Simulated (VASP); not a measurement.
NaC4, 5 atoms in the cell. Symmetry: Pmmm, No. 47, orthorhombic system. The conventional cell has a = 2.533 Å, b = 4.324 Å, c = 4.687 Å, α = 90.00°, β = 90.00°, γ = 90.00°. Within 3.3 Å of Na (site symmetry mmm) lie 2 Na at 2.53 Å and 12 C at 2.75 to 2.76 Å. Within 1.9 Å of C (site symmetry m2m) lie 3 C at 1.43 to 1.46 Å. Within 1.9 Å of C (site symmetry m2m) lie 3 C at 1.45 to 1.46 Å. 

- Program: VASP 6.6.1
- Task: single point
- Functional: PBE
- Potentials or basis: VASP PAW PBE potentials, release 64 (Na_pv, C)
- Cutoff: 520 eV
- k mesh: 8 × 6 × 4
- Occupations: gaussian, width 0.1 eV
- Spin: no spin polarisation
- Dipole correction: no
- Further INCAR settings: ALGO = Normal; EDIFF = 1e-07; NBANDS = 20

Potentials or basis: VASP PAW PBE potentials, release 64 (Na_pv, C).

Launch:

```sh
$ cat potpaw_PBE.64/Na_pv/POTCAR potpaw_PBE.64/C/POTCAR > POTCAR
$ mpirun -np 1 vasp_std > vasp.out
```

Hardware: 1 thread of Intel(R) Xeon(R) Platinum 8488C (Sapphire Rapids), with other jobs on the host.

**Question.** How long does it take, and how much memory?

**Answer.** Wall time 41 s on 1 thread of Intel(R) Xeon(R) Platinum 8488C (Sapphire Rapids), on a shared host, peak memory 0.18 GiB. Counts: scf iterations 15, k points 60.
